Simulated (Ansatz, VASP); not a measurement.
## One calculation of Re, two programs

Contents of INCAR:

```
SYSTEM = Re
PREC     = Accurate       ! precision mode
ENCUT    = 520            ! plane-wave cutoff, eV
EDIFF    = 1E-6           ! SCF threshold, eV
ISMEAR   = 0              ! smearing method
SIGMA    = 0.15           ! smearing width, eV
LREAL    = .FALSE.        ! projectors in reciprocal space
LASPH    = .TRUE.         ! aspherical terms in the spheres
NELM     = 100            ! most SCF steps
ALGO     = Fast           ! electronic algorithm
ISIF     = 2              ! what is computed and relaxed
LWAVE    = .FALSE.        ! write WAVECAR
LCHARG   = .TRUE.         ! write CHGCAR
GGA      = PS             ! functional
LELF     = .TRUE.         ! ELF
LVHAR    = .TRUE.       
NBANDS   = 10             ! bands
```

The input KPOINTS:

```
regular mesh
0
G
  20 20 20
  0 0 0
```

POSCAR

```
Re
1.0
    0.0000000000      2.0095625000      1.9750000000
    1.9750000000      0.0000000000      1.9750000000
    1.9750000000      2.0095625000      0.0000000000
Re
1
Direct
    0.0000000000      0.0000000000      0.0000000000
```

Input for Ansatz:

```yaml
crystal:
  lattice:
    - [0.0, 2.0095625, 1.975]
    - [1.975, 0.0, 1.975]
    - [1.975, 2.0095625, 0.0]
  atoms:
    - { symbol: Re, position: [0.0, 0.0, 0.0] }
basis:
  ecutwfc: 420
kpoints:
  mp_grid: { grid: [20, 20, 20] }
hamiltonian:
  xc: pbesol
scf:
  occupations: { method: gaussian, width: 0.15 }
output:
  forces: true
  stress: true
  eigenvalues: true
```

Change from the starting cell: strain +0.0175 x Voigt [0, 1, 0, 0, 0, 0], atoms carried along.

Alike in both runs: task single point; functional PBEsol; k mesh 20 × 20 × 20; occupations gaussian, width 0.15 eV; no spin polarisation.

|  | VASP | Ansatz |
| --- | --- | --- |
| version | VASP 6.6.1 | Ansatz 0.2.0 |
| potentials or method | VASP PAW PBE potentials, release 64 (Re), cutoff 520 eV | scalar-relativistic, plane waves, PAW |
| valence electrons in the cell | 7 | 15 |

|  | VASP | Ansatz | Ansatz less VASP |
| --- | --- | --- | --- |
| gap on the k mesh at the Fermi level (eV) | none | none | - |
| pressure (GPa) | -24.2 | -23.6 | +0.60 |
| traceless stress, the component that is largest in VASP (GPa) | -3.04 | -3.07 | -0.026 |

VASP's potentials were made for PBE, not for PBEsol. A gap of «none» marks a metal or a gap that the smearing closes. VASP's potentials hold 7 valence electrons a cell and Ansatz's 15, so a difference there can come from the potentials and not from the codes.

Neither program's run includes spin-orbit coupling.
